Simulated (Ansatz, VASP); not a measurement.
One calculation of Pd, two programs

```
Pd
1.0
     0.00000    2.45737    2.45737
     2.45737    0.00000    2.45737
     2.45737    2.45737    0.00000
Pd
2
Cartesian
  0.0000 0.0000 0.0000
  2.4574 2.4574 2.4574
```

Alike in both runs: task single point; functional PBEsol; k mesh 12 × 12 × 12; occupations fermi-dirac, width 0.05 eV; collinear spin.

```csv
,VASP,Ansatz
version,VASP 6.6.1,Ansatz 0.2.0
potentials or method,"VASP PAW PBE potentials, release 64 (Pd), cutoff 520 eV","plane waves (420 eV) with PAW, scalar-relativistic"
valence electrons in the cell,20,36
```

```tsv
	VASP	Ansatz	Ansatz less VASP
pressure (GPa)	26.1	26.9	+0.76
net moment per atom (μB)	0.00	0.00	0.000
```

VASP's potentials were made for PBE, not for PBEsol, and Ansatz warns of the same on its side. The functional is the same, so the differences come from potentials, cutoffs and numerics. VASP's potentials hold 20 valence electrons a cell and Ansatz's 36, so a difference there can come from the potentials and not from the codes. Ansatz's warnings: seeded moment not kept.
